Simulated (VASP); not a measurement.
Mg2C3, 5 atoms in the cell. The structure is monoclinic, space group C2/m (No. 12). Conventional cell: a = 4.787 Å, b = 4.640 Å, c = 4.962 Å, α = 90.00°, β = 103.91°, γ = 90.00°. Within 3.5 Å of Mg (site symmetry m) lie 11 C at 2.23 to 3.43 Å and 9 Mg at 3.00 to 3.33 Å. Within 1.8 Å of C (site symmetry m) lie 1 C at 1.33 Å. C (site symmetry 2/m) has 2 C at 1.33 Å within 1.8 Å. 

- Program: VASP 6.6.1
- Task: single point
- Functional: PBEsol
- Dispersion: D3(BJ)
- Potentials or basis: VASP PAW PBE potentials, release 64 (Mg, C)
- Cutoff: 520 eV
- k mesh: 8 × 8 × 6
- Occupations: gaussian, width 0.05 eV
- Spin: no spin polarisation
- Dipole correction: no
- Further INCAR settings: ALGO = Normal; EDIFF = 1e-06; NBANDS = 16

Potentials or basis: VASP PAW PBE potentials, release 64 (Mg, C).

The run is started by

```sh
$ cat potpaw_PBE.64/Mg/POTCAR potpaw_PBE.64/C/POTCAR > POTCAR
$ mpirun -np 1 vasp_std > vasp.out
```

Hardware: 1 thread of Intel Xeon 8259CL, with other jobs on the host.

**Question.** How long does it take, and how much memory?

**Answer.** Run time: 2.4 min on 1 thread of Intel Xeon 8259CL, on a shared host, peak memory 0.25 GiB. Counts: scf iterations 13, k points 114.
